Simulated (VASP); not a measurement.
## SiO2: single point with r2SCAN

The system is SiO2.

```
Si O
1.0
     5.05906    0.00000    0.00000
    -2.52953    4.38127    0.00000
     0.00000    0.00000    5.54103
Si O
3 6
Direct
  0.00000 0.50000 0.33333
  0.50000 0.50000 0.66667
  0.50000 0.00000 0.00000
  0.58352 0.79176 0.83333
  0.79176 0.58352 0.50000
  0.79176 0.20824 0.16667
  0.41648 0.20824 0.83333
  0.20824 0.41648 0.50000
  0.20824 0.79176 0.16667
```

```json
{"Program": "VASP 6.6.1", "Task": "single point", "Functional": "r2SCAN", "Potentials or basis": "VASP PAW PBE potentials, release 64 (Si, O)", "Cutoff": "520 eV", "k mesh": "6 × 6 × 6", "Occupations": "gaussian, width 0.01 eV", "Spin": "no spin polarisation"}
```

```yaml
Pressure: 0.2 GPa
Largest_force: 0.011 eV/Å
Band_gap_on_the_k_mesh: 6.30 eV (least direct gap 6.49 eV)
```

Forces on the atoms (eV/Å):
```
Si   0.000  0.000  0.000
Si   0.000  0.000  0.000
Si   0.000  0.000  0.000
O   -0.010 -0.006  0.000
O    0.000 -0.011  0.000
O   -0.010  0.006  0.000
O    0.010  0.006  0.000
O    0.000  0.011  0.000
O    0.010 -0.006  0.000
```

Levels at points of the mesh, in eV from the valence-band top:
| k point | band 22 | band 23 | band 24 | band 25 | band 26 | band 27 |
| --- | --- | --- | --- | --- | --- | --- |
| (0.00, 0.00, 0.00) | -0.46 | -0.46 | -0.19 | 6.30 | 9.74 | 9.74 |
| (0.50, 0.00, 0.00) | -1.02 | -0.35 | 0.00 | 8.41 | 9.27 | 10.39 |
| (0.00, 0.00, 0.50) | -0.29 | 0.00 | 0.00 | 8.17 | 8.17 | 9.24 |
| (0.50, 0.00, 0.50) | -0.73 | -0.70 | -0.34 | 9.51 | 9.90 | 10.00 |

Run time: 3.3 min on 1 thread of Intel(R) Xeon(R) 6975P-C (Granite Rapids), on a shared host, peak memory 0.31 GiB.

Caveat: the PAW data sets were made with another functional, which shifts forces and pressure a little. A k mesh can miss the band edges.
